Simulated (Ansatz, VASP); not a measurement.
## One calculation of W, two programs

```
W
1.0
    -1.59187    1.59187    1.59187
     1.59187   -1.59187    1.59187
     1.59187    1.59187   -1.59187
W
1
Direct
  0.00000 0.00000 0.00000
```

Alike in both runs: functional PBE; k mesh 24 × 24 × 24; occupations gaussian, width 0.1 eV; no spin polarisation.

Ansatz relaxed the structure, and its values are those at the end. VASP's run is a single point on that final structure, the one shown.

|  | VASP | Ansatz |
| --- | --- | --- |
| version | VASP 6.6.1 | Ansatz 0.2.0 |
| potentials or method | VASP PAW PBE potentials, release 64 (W_sv) | scalar-relativistic, plane waves, PAW |
| plane-wave cutoff (eV) | 520 | 420 |
| valence electrons in the cell | 14 | 14 |

Ansatz gave:

| Item | Value |
| --- | --- |
| gap on the k mesh at the Fermi level (eV) | none |
| pressure (GPa) | 0.0 |

Question: What did VASP give for the same quantities?

Answer: gap on the k mesh at the Fermi level (eV): none; pressure (GPa): 0.5.

A gap of «none» marks a metal or a gap that the smearing closes.

Spin-orbit coupling is off throughout.
